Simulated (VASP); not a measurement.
A run of VASP 6.6.1:

The input POSCAR:

```
Cd
1.0
   -1.7612096952      1.7612096952      1.7612096952
    1.7612096952     -1.7612096952      1.7612096952
    1.7612096952      1.7612096952     -1.7612096952
Cd
1
Direct
    0.0000000000      0.0000000000      0.0000000000
```

File INCAR.step1:

```
SYSTEM = Cd
PREC = Accurate ; ENCUT = 520
ISMEAR = 0 ; SIGMA = 0.05
LREAL = .FALSE. ; LASPH = .TRUE.
NELM = 80 ; NBANDS = 12
GGA = PE ; ALGO = Normal
EDIFF = 1E-4 ; LWAVE = .TRUE.
LCHARG = .FALSE.
```

The input INCAR.step2:

```
SYSTEM = Cd
PREC = Accurate ; ENCUT = 520
EDIFF = 1E-6 ; ISMEAR = 0
SIGMA = 0.05 ; LREAL = .FALSE.
LASPH = .TRUE. ; NELM = 80
ALGO = Normal ; ISIF = 2
LWAVE = .FALSE. ; LCHARG = .FALSE.
METAGGA = R2SCAN ; LMIXTAU = .TRUE.
NBANDS = 12 ; ISTART = 1
```

File KPOINTS:

```
Automatic mesh
0
G
  8 8 8
  0 0 0
```

Potentials or basis: VASP PAW PBE potentials, release 64 (Cd).

The run is started by

```bash
$ cat potpaw_PBE.64/Cd/POTCAR > POTCAR
$ cp INCAR.step1 INCAR
$ mpirun -np 1 vasp_std > vasp.out
$ cp INCAR.step2 INCAR
$ mpirun -np 1 vasp_std > vasp.out
```

Hardware: 1 thread of Intel(R) Xeon(R) Platinum 8259CL CPU @ 2.50GHz (Skylake/Cascade Lake) (shared host).

Problem. How long does it take, and how much memory?

Solution. Run time: 19 s on 1 thread of Intel(R) Xeon(R) Platinum 8259CL CPU @ 2.50GHz (Skylake/Cascade Lake) (shared host), peak memory 0.14 GiB. Counts: k points 29.
